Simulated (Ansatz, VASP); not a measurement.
# One calculation of SrTiO3, two programs

```
Sr Ti O
1.0
     3.93642    0.00000    0.00000
     0.00000    3.93642    0.00000
     0.00000    0.00000    3.93642
Sr Ti O
1 1 3
Direct
  0.00000 0.00000 0.00000
  0.50000 0.50000 0.50000
  0.50000 0.00000 0.50000
  0.50000 0.50000 0.00000
  0.00000 0.50000 0.50000
```

Alike in both runs: functional PBE; k mesh 8 × 8 × 8; occupations gaussian, width 0.02 eV; no spin polarisation.

Ansatz relaxed the structure, and its values are those at the end. VASP's run is a single point on that final structure, the one shown.

```csv
,VASP,Ansatz
version,VASP 6.6.1,Ansatz 0.2.0
potentials or method,"VASP PAW PBE potentials, release 64 (Sr_sv, Ti_sv, O), cutoff 520 eV","scalar-relativistic, plane waves, PAW"
valence electrons in the cell,40,40
```

Ansatz gave:

- gap on the k mesh at the Fermi level (eV): 1.84
- least direct gap on the mesh (eV): 2.20
- pressure (GPa): 0.0

**Question.** Estimate VASP's values.

**Answer.** gap on the k mesh at the Fermi level (eV): 1.81; least direct gap on the mesh (eV): 2.18; pressure (GPa): 0.6.
